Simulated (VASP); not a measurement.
Here is a VASP 6.6.1 calculation.

INCAR

```
ALGO = Normal ; EDIFF = 1E-6
ENCUT = 520 ; ISIF = 2
ISMEAR = 0 ; LASPH = True
LCHARG = False ; LREAL = False
LWAVE = False ; NBANDS = 16
NELM = 100 ; PREC = Accurate
SIGMA = 0.01
```

Contents of KPOINTS:

```
k-points
0
Gamma
  6 6 6
```

The input POSCAR:

```
CdSe
1.0
    2.9889737080      2.9889737080      0.0000000000
   -2.9889737080      2.9889737080      0.0000000000
    0.0000000000      2.9889737080      3.0244952821
Cd Se
1 1
Direct
    0.0000000000      0.0000000000      0.0000000000
    0.7500000000      0.2500000000      0.5000000000
```

Potentials or basis: VASP PAW LDA potentials, release 64 (Cd, Se).

Command:

```bash
$ cat potpaw_LDA.64/Cd/POTCAR potpaw_LDA.64/Se/POTCAR > POTCAR
$ mpirun -np 1 vasp_std > vasp.out
```

Q: Predict the pressure.

A: 0.7 GPa.

Q: What does it give for the band gap on the k mesh?

A: 0.43 eV, direct.

Stress tensor (GPa, compression positive):
```
0.76 0.00 0.00
0.00 0.76 0.00
0.00 0.00 0.54
```

Caveat: the cell differs from its parent crystal (in-plane strain -0.005, then relaxed in part).
